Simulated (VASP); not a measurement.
# B (Fmmm) in VASP: further runs

Runs on B. Level: r2SCAN. Tasks: single point.

Program: VASP 6.6.1. These are calculated values, not measurements. Logs are shortened: lines on timing, memory, paths and dates and some standing lists are left out, and cuts for length are marked.

## 1. The cell of the first run

It takes space group Fmmm (No. 69, orthorhombic). Conventional cell: a = 2.956 Å, b = 3.386 Å, c = 5.397 Å, α = 90.00°, β = 90.00°, γ = 90.00°. Within 2.3 Å of B (site symmetry mm2) lie 9 B at 1.70 to 2.25 Å.

## 2. Single point, r2SCAN

POSCAR

```
B
1.0
    1.6932445556     -1.4779401274      0.0000000000
    1.6932445556      1.4779401274      0.0000000000
    0.0000000000      0.0000000000      5.3970932147
B
4
Direct
    1.0000085634     -0.0000085634      0.1570872357
    0.4999914366      0.5000085634      0.6570872357
   -0.0000085634      1.0000085634      0.8429127643
    0.5000085634      0.4999914366      0.3429127643
```

INCAR.step1

```
PREC = Accurate ; ENCUT = 520
ISMEAR = 0 ; SIGMA = 0.1
LREAL = False ; LASPH = True
NELM = 100 ; NBANDS = 14
GGA = PE ; ALGO = Normal
EDIFF = 1E-4 ; LWAVE = True
LCHARG = False
```

INCAR.step2

```
PREC = Accurate ; ENCUT = 520
EDIFF = 1E-6 ; ISMEAR = 0
SIGMA = 0.1 ; LREAL = False
LASPH = True ; NELM = 100
ALGO = Normal ; ISIF = 2
LWAVE = False ; LCHARG = False
METAGGA = R2SCAN ; LMIXTAU = True
NBANDS = 14 ; ISTART = 1
```

KPOINTS

```
Automatic mesh
0
Gamma
  8 8 4
```

Potentials or basis: VASP PAW PBE potentials, release 64 (B).

Run with:

```
> cat potpaw_PBE.64/B/POTCAR > POTCAR
> cp INCAR.step1 INCAR
> mpirun -np 1 vasp_std > vasp.out
> cp INCAR.step2 INCAR
> mpirun -np 1 vasp_std > vasp.out
```

OUTCAR:

```text
PREC = Accurate
   ENCUT = 520
   EDIFF = 1E-6
   ISMEAR = 0
   LREAL = False
   LASPH = True
   NELM = 100
   ISIF = 2
   METAGGA = R2SCAN
   ISTART = 1

 ion  position               nearest neighbor table
   1  0.000  1.000  0.157-   3 1.70   4 1.79   4 1.79   4 1.97   4 1.97
   2  0.500  0.500  0.657-   4 1.70   3 1.79   3 1.79   3 1.97   3 1.97
   3  1.000  0.000  0.843-   1 1.70   2 1.79   2 1.79   2 1.97   2 1.97
   4  0.500  0.500  0.343-   2 1.70   1 1.79   1 1.79   1 1.97   1 1.97

  LATTYP: Found a base centered orthorhombic cell.
 ALAT       =     2.9558802548
 B/A-ratio  =     1.1456787215
 C/A-ratio  =     1.8258835776

  Lattice vectors:

 A1 = (  -1.6932445556,  -1.4779401274,   0.0000000000)
 A2 = (   1.6932445556,  -1.4779401274,   0.0000000000)
 A3 = (   0.0000000000,   0.0000000000,   5.3970932147)

Analysis of symmetry for initial positions (statically):
=====================================================================
 Subroutine PRICEL returns:
 Original cell was already a primitive cell.

 Routine SETGRP: Setting up the symmetry group for a
 base centered orthorhombic supercell.

 Subroutine GETGRP returns: Found  8 space group operations
 (whereof  4 operations were pure point group operations)
 out of a pool of  8 trial point group operations.

The static configuration has the point symmetry C_2h.
 The point group associated with its full space group is D_2h.

Analysis of symmetry for dynamics (positions and initial velocities):
=====================================================================
 Subroutine PRICEL returns:
 Original cell was already a primitive cell.

 Routine SETGRP: Setting up the symmetry group for a
 base centered orthorhombic supercell.

 Subroutine GETGRP returns: Found  8 space group operations
 (whereof  4 operations were pure point group operations)
 out of a pool of  8 trial point group operations.

The dynamic configuration has the point symmetry C_2h.
 The point group associated with its full space group is D_2h.

 Subroutine INISYM returns: Found  8 space group operations
 (whereof  4 operations are pure point group operations),
 and found     1 'primitive' translations

----------------------------------------------------------------------------------------

                                     Primitive cell

  volume of cell :      27.0126

  direct lattice vectors                    reciprocal lattice vectors
     1.693244556 -1.477940127  0.000000000     0.295291072 -0.338308698  0.000000000
     1.693244556  1.477940127  0.000000000     0.295291072  0.338308698  0.000000000
     0.000000000  0.000000000  5.397093215     0.000000000  0.000000000  0.185284923

  length of vectors
     2.247528453  2.247528453  5.397093215     0.449054108  0.449054108  0.185284923

  position of ions in fractional coordinates (direct lattice)
     0.000008563  0.999991437  0.157087236
     0.499991437  0.500008563  0.657087236
     0.999991437  0.000008563  0.842912764
     0.500008563  0.499991437  0.342912764

  ion indices of the primitive-cell ions
   primitive index   ion index
                 1           1
                 2           2
                 3           3
                 4           4

----------------------------------------------------------------------------------------

 KPOINTS: Automatic mesh

Automatic generation of k-mesh.
 Grid dimensions read from file:
 generate k-points for:    8    8    4

 Generating k-lattice:

  Cartesian coordinates                     Fractional coordinates (reciprocal lattice)
     0.036911384 -0.042288587  0.000000000     0.125000000  0.000000000  0.000000000
     0.036911384  0.042288587  0.000000000     0.000000000  0.125000000  0.000000000
     0.000000000  0.000000000  0.046321231     0.000000000  0.000000000  0.250000000

  Length of vectors
     0.056131764  0.056131764  0.046321231

  Shift w.r.t. Gamma in fractional coordinates (k-lattice)
     0.000000000  0.000000000  0.000000000

 Subroutine IBZKPT returns following result:
 ===========================================

 Found     63 irreducible k-points:

 Following reciprocal coordinates:
            Coordinates               Weight
  0.000000  0.000000  0.000000      1.000000
  0.125000  0.000000  0.000000      4.000000
  0.250000  0.000000  0.000000      4.000000
  0.375000  0.000000  0.000000      4.000000
  0.500000  0.000000  0.000000      2.000000
  0.125000  0.125000  0.000000      2.000000
[... 16 lines left out ...]
  0.125000  0.000000  0.250000      8.000000
  0.250000  0.000000  0.250000      8.000000
 [... further k-points ...]
   k-points           NKPTS =     63   k-points in BZ     NKDIM =     63   number of bands    NBANDS=     14
   number of dos      NEDOS =    301   number of ions     NIONS =      4
   total plane-waves  NPLWV =  12960
   dimension x,y,z NGX =    18 NGY =   18 NGZ =   40
   dimension x,y,z NGXF=    36 NGYF=   36 NGZF=   80
   ions per type =               4
   NGX,Y,Z   is equivalent  to a cutoff of  13.31, 13.31, 12.32 a.u.
   NGXF,Y,Z  is equivalent  to a cutoff of  26.63, 26.63, 24.64 a.u.
 SYSTEM =  unknown system
   PREC   = accura    normal or accurate (medium, high low for compatibility)
   ISTART =      1    job   : 0-new  1-cont  2-samecut
   ICHARG =      0    charge: 1-file 2-atom 10-const
   ISPIN  =      1    spin polarized calculation?
   LNONCOLLINEAR =      F non collinear calculations
   LSORBIT =      F    spin-orbit coupling
   LASPH  =      T    aspherical Exc in radial PAW
   ENCUT  =  520.0 eV  38.22 Ry    6.18 a.u.   4.18  4.18 10.04*2*pi/ulx,y,z
   NELM   =    100;   NELMIN=  2; NELMDL=  0     # of ELM steps
   EDIFF  = 0.1E-05   stopping-criterion for ELM
   LREAL  =      F    real-space projection
   EDIFFG = 0.1E-04   stopping-criterion for IOM
   NSW    =      0    number of steps for IOM
   IBRION =     -1    ionic relax: 0-MD 1-quasi-New 2-CG
   NFREE  =      0    steps in history (QN), initial steepest desc. (CG)
   ISIF   =      2    stress and relaxation
   ISYM   =      2    0-nonsym 1-usesym 2-fastsym
   POTIM  = 0.5000    time-step for ionic-motion
   TEBEG  =    0.0;   TEEND  =   0.0 temperature during run
   PSTRESS=    0.0 pullay stress
   NELECT =      12.0000    total number of electrons
   NUPDOWN=      -1.0000    fix difference up-down
   EMIN   =  10.00;   EMAX   =-10.00  energy-range for DOS
   EFERMI =   0.00;   METHOD = LEGACY
   ISMEAR =     0;   SIGMA  =   0.10  broadening in eV -4-tet -1-fermi 0-gaus
   EFERMI_NEDOS =   21; number of points for ismear=-14 and -15
   IALGO  =     38    algorithm
   IMIX   =      4    mixing-type and parameters
     AMIX     =   0.40;   BMIX     =  1.00
     AMIX_MAG =   1.60;   BMIX_MAG =  1.00
  volume/ion in A,a.u.               =       6.75        45.57
  Fermi-wavevector in a.u.,A,eV,Ry     =   1.249146  2.360543 21.230055  1.560365
  Thomas-Fermi vector in A             =   2.383200
   LORBIT       =      0    0 simple, 1 ext, 2 COOP (PROOUT), +10 PAW based schemes
   METAGGA = R2SCAN    functional components
   LHFCALC =     F    Hartree Fock is set to
   AEXX    =    0.0000 exact exchange contribution
   IVDW    =     0    specifies the selected vdW correction
   LEPSILON=     F    determine dielectric tensor
   LRPA    =     F    only Hartree local field effects (RPA)
 non-spin polarized calculation
 Gauss-broadening in eV      SIGMA  =   0.10
  energy-cutoff  :      520.00
  volume of cell :       27.01
 maximum number of plane-waves:       744
 NGX is ok and might be reduce to    18
   NGX =  9   NGY =  9   NGZ = 21

 number of electron      11.9999999 magnetization

 Free energy of the ion-electron system (eV)
  ---------------------------------------------------
  ext. energy  EPLUGINS =         0.00000000
  ---------------------------------------------------
  free energy    TOTEN  =       -26.95649971 eV

  energy without entropy =      -26.95317348  energy(sigma->0) =      -26.95483659

 E-fermi :   7.4498     XC(G=0): -13.0080

 val. band max:        7.4265600453   @ k =   0.5000   0.3750   0.2500
 cond. band min:       7.5356946439   @ k =  -0.3750   0.2500   0.5000
 fundamental gap:      0.1091345986
 Fermi energy:         7.4498356857

 k-point     1 :       0.0000    0.0000    0.0000
  band No.  band energies     occupation
      1      -9.9343      2.00000
      2      -6.8575      2.00000
      3      -4.1174      2.00000
      4       4.4018      2.00000
      5      10.4642      0.00000
      6      11.1949      0.00000
      7      12.7668      0.00000
      8      12.9395      0.00000
      9      15.5257      0.00000
     10      19.4723      0.00000
     11      19.6774      0.00000
     12      21.9863      0.00000
     13      23.8604      0.00000
     14      25.0689      0.00000

 k-point     2 :       0.1250    0.0000    0.0000
  band No.  band energies     occupation
      1      -9.5326      2.00000
      2      -6.4726      2.00000
      3      -3.7136      2.00000
      4       4.6248      2.00000
      5       8.6151      0.00000
      6      10.0698      0.00000
      7      12.2910      0.00000
      8      12.7993      0.00000
      9      14.8897      0.00000
     10      17.4671      0.00000
     11      19.5299      0.00000
     12      23.5044      0.00000
     13      24.2571      0.00000
     14      24.9099      0.00000

 k-point     3 :       0.2500    0.0000    0.0000
  band No.  band energies     occupation
      1      -8.3274      2.00000
      2      -5.3194      2.00000
      3      -2.5203      2.00000
      4       4.2714      2.00000
      5       4.9536      2.00000
      6       6.4880      2.00000
      7      12.9759      0.00000
      8      13.6215      0.00000
      9      14.1976      0.00000
     10      15.5277      0.00000
     11      19.1661      0.00000
     12      22.2139      0.00000
     13      22.5597      0.00000
     14      23.2905      0.00000

 k-point     4 :       0.3750    0.0000    0.0000
  band No.  band energies     occupation
      1      -6.3210      2.00000
      2      -3.4031      2.00000
      3      -0.6496      2.00000
      4       0.1012      2.00000
      5       2.6153      2.00000
      6       4.1400      2.00000
      7      13.0025      0.00000
      8      14.3556      0.00000
      9      15.2732      0.00000
     10      17.0545      0.00000
     11      18.0767      0.00000
     12      18.2379      0.00000
     13      20.1838      0.00000
     14      21.0846      0.00000

 k-point     5 :       0.5000    0.0000    0.0000
  band No.  band energies     occupation
      1      -3.5237      2.00000
      2      -3.5237      2.00000
      3      -0.7409      2.00000
      4      -0.7409      2.00000
      5       1.8505      2.00000
      6       1.8505      2.00000
      7      14.5688      0.00000
      8      14.5688      0.00000
      9      16.4940      0.00000
     10      16.4940      0.00000
     11      17.5613      0.00000
[... 276 lines left out ...]
 k-point    22 :       0.0000    0.0000    0.2500
  band No.  band energies     occupation
      1      -9.6781      2.00000
      2      -7.7601      2.00000
      3      -2.7282      2.00000
      4       2.6992      2.00000
      5      10.7055      0.00000
      6      12.2741      0.00000
      7      13.1870      0.00000
      8      13.2521      0.00000
      9      14.8977      0.00000
     10      20.4458      0.00000
     11      20.6452      0.00000
     12      21.1454      0.00000
     13      22.2905      0.00000
     14      24.3174      0.00000

 k-point    23 :       0.1250    0.0000    0.2500
  band No.  band energies     occupation
      1      -9.2768      2.00000
      2      -7.3663      2.00000
      3      -2.3405      2.00000
      4       2.9932      2.00000
      5       8.8420      0.00000
      6      10.1170      0.00000
      7      12.5374      0.00000
      8      13.9786      0.00000
      9      14.4970      0.00000
     10      18.5046      0.00000
     11      20.4735      0.00000
     12      21.4390      0.00000
     13      23.1248      0.00000
     14      24.1065      0.00000

 k-point    24 :       0.2500    0.0000    0.2500
  band No.  band energies     occupation
      1      -8.0735      2.00000
      2      -6.1865      2.00000
      3      -1.2028      2.00000
      4       3.6983      2.00000
      5       4.5010      2.00000
      6       6.0051      2.00000
      7      13.2127      0.00000
      8      14.1781      0.00000
      9      14.8348      0.00000
     10      16.2793      0.00000
     11      19.3102      0.00000
     12      20.0496      0.00000
     13      22.1278      0.00000
     14      23.8957      0.00000

 [... further k-points ...]

------------------------ aborting loop because EDIFF is reached ----------------------------------------

  FORCE on cell =-STRESS in cart. coord.  units (eV):
  Direction    XX          YY          ZZ          XY          YZ          ZX
  --------------------------------------------------------------------------------------
  -------------------------------------------------------------------------------------
  Total        0.0022258      0.0168020     -0.0274274      0.0000000     -0.0000000      0.0000000
  in kB        0.1320157      0.9965653     -1.6267805      0.0000000     -0.0000000      0.0000000
  external PRESSURE =      -0.1660665 kB  Pullay stress =       0.0000000 kB

 VOLUME and BASIS-vectors are now :
 -----------------------------------------------------------------------------
  energy-cutoff  :      520.00
  volume of cell :       27.01
      direct lattice vectors                 reciprocal lattice vectors
     1.693244556 -1.477940127  0.000000000     0.295291072 -0.338308698  0.000000000
     1.693244556  1.477940127  0.000000000     0.295291072  0.338308698  0.000000000
     0.000000000  0.000000000  5.397093215     0.000000000  0.000000000  0.185284923

 POSITION                                       TOTAL-FORCE (eV/Angst)
 -----------------------------------------------------------------------------------
      1.69324      1.47791      0.84781         0.000000      0.000145      0.006202
      1.69324      0.00003      3.54636         0.000000     -0.000145      0.006202
      1.69324     -1.47791      4.54928         0.000000     -0.000145     -0.006202
      1.69324     -0.00003      1.85073         0.000000      0.000145     -0.006202
 -----------------------------------------------------------------------------------
    total drift:                                0.000000      0.000000      0.000000

  FREE ENERGIE OF THE ION-ELECTRON SYSTEM (eV)
  ---------------------------------------------------
  free  energy   TOTEN  =       -26.9564997051 eV

  energy  without entropy=      -26.9531734814  energy(sigma->0) =      -26.95483659
```

Wall time 51 s (1 thread of Intel Xeon Platinum 8488C (Sapphire Rapids), shared host); peak memory 0.14 GiB.

Results:

| Quantity | Value |
| --- | --- |
| Free energy | -26.9565 eV |
| Pressure | 0.0 GPa |
| Largest force | 0.006 eV/Å |
| Band gap on the k mesh | zero (bands 6 and 7 overlap by 7.14 eV) |

Forces on the atoms (eV/Å):
```
B    0.000  0.000  0.006
B    0.000  0.000  0.006
B    0.000  0.000 -0.006
B    0.000  0.000 -0.006
```

Stress tensor (GPa, compression positive):
```
 0.01  0.00  0.00
 0.00  0.10  0.00
 0.00  0.00 -0.16
```

Caveat: the PAW data sets were made with another functional, which shifts forces and pressure a little.

[end of part 1 of 2]
